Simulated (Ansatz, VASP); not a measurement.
**SiC2: VASP beside Ansatz**

```xyz
6
Lattice="2.6788 0.0000 0.0000 -1.3394 2.3199 0.0000 0.0000 0.0000 13.1381" Properties=species:S:1:pos:R:3 pbc="T T T"
Si    1.3394    0.7733   10.9484
Si    1.3394    0.7733    2.1897
C     0.0000    1.5466    8.7587
C     0.0000    1.5466    0.0000
C     0.0000    1.5466    4.3794
C     1.3394    0.7733    6.5690
```

Alike in both runs: task single point; functional PBE; k mesh 6 × 6 × 2; occupations gaussian, width 0.1 eV; collinear spin.

```csv
,VASP,Ansatz
version,VASP 6.6.1,Ansatz 0.2.0
potentials or method,"VASP PAW PBE potentials, release 64 (Si, C), cutoff 520 eV","scalar-relativistic, plane waves, PAW"
valence electrons in the cell,24,24
```

|  | VASP | Ansatz | Ansatz less VASP |
| --- | --- | --- | --- |
| gap on the k mesh at the Fermi level (eV) | none | none | - |
| pressure (GPa) | -22.1 | -22.1 | -0.02 |
| traceless stress, the component that is largest in VASP (GPa) | -7.28 | -7.28 | +0.002 |
| rms of the force components (eV/Å) | 0.088 | 0.088 | -0.0001 |
| net moment per atom (μB) | 0.00 | 0.00 | 0.000 |

Atom by atom the forces differ by 0.000 eV/Å (rms over components). A gap of «none» marks a metal or a gap that the smearing closes. The functional is the same, so the differences come from potentials, cutoffs and numerics. Ansatz's warnings: seeded moment not kept.

The k mesh is coarse, so the values compare programs but aren't converged.
